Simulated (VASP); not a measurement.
Write the native input for VASP 6.6.1 that does the following.

```
Task                   : single point
Functional             : PBE
Potentials or basis    : VASP PAW PBE potentials, release 64 (Ag)
Cutoff                 : 520 eV
k mesh                 : 15 × 15 × 15
Occupations            : fermi-dirac, width 0.05 eV
Spin                   : no spin polarisation
Dipole correction      : no
Further INCAR settings : ALGO = Normal; EDIFF = 1e-07; NBANDS = 18
```

The structure of Ag lies in POSCAR:

```
Ag
1.0
    0.0000000000      2.2601106729      2.2601106729
    2.2601106729      0.0000000000      2.2601106729
    2.2601106729      2.2601106729      0.0000000000
Ag
2
Direct
   -0.1250000000     -0.1250000000     -0.1250000000
    0.1250000000      0.1250000000      0.1250000000
```

One way to write it, as run:

INCAR

```
ALGO = Normal ; EDIFF = 1E-7
ENCUT = 520 ; GGA = PE
ISIF = 2 ; ISMEAR = -1
LASPH = T ; LCHARG = F
LREAL = F ; LWAVE = F
NBANDS = 18 ; NELM = 80
PREC = Accurate ; SIGMA = 0.05
```

KPOINTS

```
k-points
0
Gamma
  15 15 15
```

Potentials or basis: VASP PAW PBE potentials, release 64 (Ag).

The run is started by

```console
$ cat potpaw_PBE.64/Ag/POTCAR > POTCAR
$ mpirun -np 1 vasp_std > vasp.out
```

Results of the run:

```json
{
 "Pressure": "358.6 GPa",
 "Band gap on the k mesh": "zero (band 11 reaches 17.27 eV, above the bottom of band 12 at 16.47 eV)"
}
```

Run time: 18 s on 1 thread of Intel(R) Xeon(R) Platinum 8488C (Sapphire Rapids) (shared host), peak memory 0.16 GiB.
